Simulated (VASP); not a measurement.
# K (I4_1/amd) in VASP: notebook

The runs below take K through single point, with PBE, PBE+D3(BJ).

Program: VASP 6.6.1. These are calculated values, not measurements. Logs are shortened: lines on timing, memory, paths and dates and some standing lists are left out, and cuts for length are marked.

**1. The cell of the first run**

Symmetry: I4_1/amd, No. 141, tetragonal system. Conventional cell: a = 4.416 Å, b = 4.416 Å, c = 16.092 Å, α = 90.00°, β = 90.00°, γ = 90.00°. Within 5.8 Å of K (site symmetry -4m2) lie 8 K at 4.42 to 4.59 Å.

**2. Single point, PBE**

File INCAR:

```
SYSTEM = K
PREC = Accurate
ENCUT = 520
EDIFF = 1E-6
ISMEAR = 0
SIGMA = 0.1
LREAL = .False.
LASPH = .True.
NELM = 80
ALGO = Fast
ISIF = 2
LWAVE = .False.
LCHARG = .True.
GGA = PE
LELF = .True.
LVHAR = .True.
NBANDS = 16
```

File KPOINTS:

```
Automatic mesh
0
Gamma
  3 3 5
  0 0 0
```

File POSCAR:

```
K
1.0
   -2.2081090471      2.2081090471      8.0458679461
    2.2081090471     -2.2081090471      8.0458679461
    2.2081090471      2.2081090471     -8.0458679461
K
2
Direct
    0.2500000000      0.7500000000      0.5000000000
    0.5000000000      0.5000000000      0.0000000000
```

Potentials or basis: VASP PAW PBE potentials, release 64 (K_sv).

On the command line:

```sh
$ cat potpaw_PBE.64/K_sv/POTCAR > POTCAR
$ mpirun -np 1 vasp_std > vasp.out
```

OUTCAR:

```text
SYSTEM = K
   PREC = Accurate
   ENCUT = 520
   EDIFF = 1E-6
   ISMEAR = 0
   LREAL = .False.
   LASPH = .True.
   NELM = 80
   ISIF = 2
   GGA = PE

 ion  position               nearest neighbor table
   1  0.250  0.750  0.500-
   2  0.500  0.500  0.000-

  LATTYP: Found a body centered tetragonal cell.
 ALAT       =     4.4162180942
 C/A-ratio  =     3.6437819757

  Lattice vectors:

 A1 = (  -2.2081090471,   2.2081090471,   8.0458679461)
 A2 = (   2.2081090471,  -2.2081090471,   8.0458679461)
 A3 = (   2.2081090471,   2.2081090471,  -8.0458679461)

Analysis of symmetry for initial positions (statically):
=====================================================================
 Subroutine PRICEL returns:
 Original cell was already a primitive cell.

 Routine SETGRP: Setting up the symmetry group for a
 body centered tetragonal supercell.

 Subroutine GETGRP returns: Found 16 space group operations
 (whereof  8 operations were pure point group operations)
 out of a pool of 16 trial point group operations.

The static configuration has the point symmetry D_2d.
 The point group associated with its full space group is D_4h.

Analysis of symmetry for dynamics (positions and initial velocities):
=====================================================================
 Subroutine PRICEL returns:
 Original cell was already a primitive cell.

 Routine SETGRP: Setting up the symmetry group for a
 body centered tetragonal supercell.

 Subroutine GETGRP returns: Found 16 space group operations
 (whereof  8 operations were pure point group operations)
 out of a pool of 16 trial point group operations.

The dynamic configuration has the point symmetry D_2d.
 The point group associated with its full space group is D_4h.

 Subroutine INISYM returns: Found 16 space group operations
 (whereof  8 operations are pure point group operations),
 and found     1 'primitive' translations

----------------------------------------------------------------------------------------

                                     Primitive cell

  volume of cell :     156.9184

  direct lattice vectors                    reciprocal lattice vectors
    -2.208109047  2.208109047  8.045867946     0.000000000  0.226438092  0.062143700
     2.208109047 -2.208109047  8.045867946     0.226438092  0.000000000  0.062143700
     2.208109047  2.208109047 -8.045867946     0.226438092  0.226438092  0.000000000

  length of vectors
     8.630613080  8.630613080  8.630613080     0.234810666  0.234810666  0.320231821

  position of ions in fractional coordinates (direct lattice)
     0.250000000  0.750000000  0.500000000
     0.500000000  0.500000000  0.000000000

  ion indices of the primitive-cell ions
   primitive index   ion index
                 1           1
                 2           2

----------------------------------------------------------------------------------------

 KPOINTS: Automatic mesh

Automatic generation of k-mesh.
 Grid dimensions read from file:
 generate k-points for:    3    3    5

 Generating k-lattice:

  Cartesian coordinates                     Fractional coordinates (reciprocal lattice)
     0.000000000  0.075479364  0.020714567     0.333333333  0.000000000  0.000000000
     0.075479364  0.000000000  0.020714567     0.000000000  0.333333333  0.000000000
     0.045287618  0.045287618  0.000000000     0.000000000  0.000000000  0.200000000

  Length of vectors
     0.078270222  0.078270222  0.064046364

  Shift w.r.t. Gamma in fractional coordinates (k-lattice)
     0.000000000  0.000000000  0.000000000

 -----------------------------------------------------------------------------
|                                                                             |
|           W    W    AA    RRRRR   N    N  II  N    N   GGGG   !!!           |
|           W    W   A  A   R    R  NN   N  II  NN   N  G    G  !!!           |
|           W    W  A    A  R    R  N N  N  II  N N  N  G       !!!           |
|           W WW W  AAAAAA  RRRRR   N  N N  II  N  N N  G  GGG   !            |
|           WW  WW  A    A  R   R   N   NN  II  N   NN  G    G                |
|           W    W  A    A  R    R  N    N  II  N    N   GGGG   !!!           |
|                                                                             |
|     Your reciprocal lattice and k-lattice belong to different lattice       |
|     classes:                                                                |
|                                                                             |
|        The reciprocal lattice is body-centered tetragonal,                  |
|        whereas your k-lattice is base-centered monoclinic.                  |
|                                                                             |
|     Results are often still useful ...                                      |
|                                                                             |
 -----------------------------------------------------------------------------

 WARNING: IBZKPT: internal override: KBLOWUP is changed to .FALSE.
      ... skipping the blow-up phase ...

 Subroutine IBZKPT returns following result:
 ===========================================

 Found     16 irreducible k-points:

 Following reciprocal coordinates:
            Coordinates               Weight
  0.000000  0.000000  0.000000      1.000000
  0.333333 -0.000000  0.000000      4.000000
  0.333333  0.333333  0.000000      2.000000
 -0.333333  0.333333  0.000000      2.000000
  0.000000  0.000000  0.200000      2.000000
  0.333333  0.000000  0.200000      4.000000
[... 8 lines left out ...]
 -0.333333  0.333333  0.400000      4.000000
 -0.333333 -0.333333  0.400000      2.000000
   k-points           NKPTS =     16   k-points in BZ     NKDIM =     16   number of bands    NBANDS=     16
   number of dos      NEDOS =    301   number of ions     NIONS =      2
   total plane-waves  NPLWV = 262144
   dimension x,y,z NGX =    64 NGY =   64 NGZ =   64
   dimension x,y,z NGXF=   128 NGYF=  128 NGZF=  128
   ions per type =               2
   NGX,Y,Z   is equivalent  to a cutoff of  12.33, 12.33, 12.33 a.u.
   NGXF,Y,Z  is equivalent  to a cutoff of  24.66, 24.66, 24.66 a.u.
 SYSTEM =  K
   PREC   = accura    normal or accurate (medium, high low for compatibility)
   ISTART =      0    job   : 0-new  1-cont  2-samecut
   ICHARG =      2    charge: 1-file 2-atom 10-const
   ISPIN  =      1    spin polarized calculation?
   LNONCOLLINEAR =      F non collinear calculations
   LSORBIT =      F    spin-orbit coupling
   LASPH  =      T    aspherical Exc in radial PAW
   ENCUT  =  520.0 eV  38.22 Ry    6.18 a.u.  16.05 16.05 16.05*2*pi/ulx,y,z
   NELM   =     80;   NELMIN=  2; NELMDL= -5     # of ELM steps
   EDIFF  = 0.1E-05   stopping-criterion for ELM
   LREAL  =      F    real-space projection
   EDIFFG = 0.1E-04   stopping-criterion for IOM
   NSW    =      0    number of steps for IOM
   IBRION =     -1    ionic relax: 0-MD 1-quasi-New 2-CG
   NFREE  =      0    steps in history (QN), initial steepest desc. (CG)
   ISIF   =      2    stress and relaxation
   ISYM   =      2    0-nonsym 1-usesym 2-fastsym
   POTIM  = 0.5000    time-step for ionic-motion
   TEBEG  =    0.0;   TEEND  =   0.0 temperature during run
   PSTRESS=    0.0 pullay stress
   NELECT =      18.0000    total number of electrons
   NUPDOWN=      -1.0000    fix difference up-down
   EMIN   =  10.00;   EMAX   =-10.00  energy-range for DOS
   EFERMI =   0.00;   METHOD = LEGACY
   ISMEAR =     0;   SIGMA  =   0.10  broadening in eV -4-tet -1-fermi 0-gaus
   EFERMI_NEDOS =   21; number of points for ismear=-14 and -15
   IALGO  =     68    algorithm
   IMIX   =      4    mixing-type and parameters
     AMIX     =   0.40;   BMIX     =  1.00
     AMIX_MAG =   1.60;   BMIX_MAG =  1.00
  volume/ion in A,a.u.               =      78.46       529.47
  Fermi-wavevector in a.u.,A,eV,Ry     =   0.795440  1.503165  8.608754  0.632726
  Thomas-Fermi vector in A             =   1.901769
   LORBIT       =      0    0 simple, 1 ext, 2 COOP (PROOUT), +10 PAW based schemes
   GGA     = PE    functional components
   LHFCALC =     F    Hartree Fock is set to
   AEXX    =    0.0000 exact exchange contribution
   IVDW    =     0    specifies the selected vdW correction
   LEPSILON=     F    determine dielectric tensor
   LRPA    =     F    only Hartree local field effects (RPA)
 non-spin polarized calculation
 RMM-DIIS sequential band-by-band and
 Gauss-broadening in eV      SIGMA  =   0.10
  energy-cutoff  :      520.00
  volume of cell :      156.92
 maximum number of plane-waves:      4252
   NGX = 33   NGY = 33   NGZ = 33

 number of electron      18.0000000 magnetization

 Free energy of the ion-electron system (eV)
  ---------------------------------------------------
  ext. energy  EPLUGINS =         0.00000000
  ---------------------------------------------------
  free energy    TOTEN  =        -1.93818166 eV

  energy without entropy =       -1.92687059  energy(sigma->0) =       -1.93252612

 E-fermi :  -0.1014     XC(G=0):  -5.4921

 val. band max:       -0.1593198749   @ k =  -0.3333   0.0000   0.2000
 cond. band min:      -0.0968610693   @ k =   0.3333   0.3333   0.4000
 fundamental gap:      0.0624588056
 Fermi energy:        -0.1014011921

 k-point     1 :       0.0000    0.0000    0.0000
  band No.  band energies     occupation
      1     -32.5072      2.00000
      2     -32.5037      2.00000
      3     -16.0207      2.00000
      4     -15.9570      2.00000
      5     -15.9570      2.00000
      6     -15.9539      2.00000
[... 8 lines left out ...]
     15       4.6022      0.00000
     16       4.6557      0.00000

 k-point     2 :       0.3333   -0.0000    0.0000
  band No.  band energies     occupation
      1     -32.5044      2.00000
      2     -32.5021      2.00000
      3     -16.0122      2.00000
      4     -16.0074      2.00000
      5     -15.9941      2.00000
      6     -15.9590      2.00000
[... 8 lines left out ...]
     15       3.7575      0.00000
     16       4.5129      0.00000
[... 235 lines left out ...]
      5     -15.9831      2.00000
      6     -15.9735      2.00000
[... 8 lines left out ...]
     15       3.3163      0.00000
     16       4.3258      0.00000

 k-point    16 :      -0.3333   -0.3333    0.4000
  band No.  band energies     occupation
      1     -32.5060      2.00000
      2     -32.5043      2.00000
      3     -16.0034      2.00000
      4     -15.9716      2.00000
      5     -15.9624      2.00000
      6     -15.9615      2.00000
[... 8 lines left out ...]
     15       4.1390      0.00000
     16       4.1920      0.00000

------------------------ aborting loop because EDIFF is reached ----------------------------------------

  FORCE on cell =-STRESS in cart. coord.  units (eV):
  Direction    XX          YY          ZZ          XY          YZ          ZX
  --------------------------------------------------------------------------------------
  -------------------------------------------------------------------------------------
  Total       -0.0962850     -0.0962850      0.0161691      0.0000000     -0.0000000      0.0000000
  in kB       -0.9830947     -0.9830947      0.1650907      0.0000000     -0.0000000      0.0000000
  external PRESSURE =      -0.6003663 kB  Pullay stress =       0.0000000 kB

 VOLUME and BASIS-vectors are now :
 -----------------------------------------------------------------------------
  energy-cutoff  :      520.00
  volume of cell :      156.92
      direct lattice vectors                 reciprocal lattice vectors
    -2.208109047  2.208109047  8.045867946     0.000000000  0.226438092  0.062143700
     2.208109047 -2.208109047  8.045867946     0.226438092  0.000000000  0.062143700
     2.208109047  2.208109047 -8.045867946     0.226438092  0.226438092  0.000000000

 POSITION                                       TOTAL-FORCE (eV/Angst)
 -----------------------------------------------------------------------------------
      2.20811      0.00000      4.02293         0.000000      0.000000      0.000000
      0.00000      0.00000      8.04587        -0.000000     -0.000000     -0.000000
 -----------------------------------------------------------------------------------
    total drift:                                0.000000     -0.000000      0.000000

  FREE ENERGIE OF THE ION-ELECTRON SYSTEM (eV)
  ---------------------------------------------------
  free  energy   TOTEN  =        -1.9381816589 eV

  energy  without entropy=       -1.9268705910  energy(sigma->0) =       -1.93252612
```

It took 90 s on 1 thread of Intel Xeon Platinum 8488C (Sapphire Rapids), shared host; peak memory 0.53 GiB.

Results:

```
Free energy            : -1.9382 eV
Pressure               : -0.1 GPa
Band gap on the k mesh : zero (bands 9 and 10 overlap by 2.08 eV)
```

Levels at points of the mesh, in eV from the Fermi level:
| k point | band 7 | band 8 | band 9 | band 10 | band 11 | band 12 |
| --- | --- | --- | --- | --- | --- | --- |
| (0.00, 0.00, 0.00) | -15.85 | -15.85 | -2.21 | 0.09 | 0.27 | 3.01 |

Caveat: the k points lie up to 0.37 Å⁻¹ apart, too coarse for converged energies and pressures of a metal.

(Continued in part 2 of 3.)
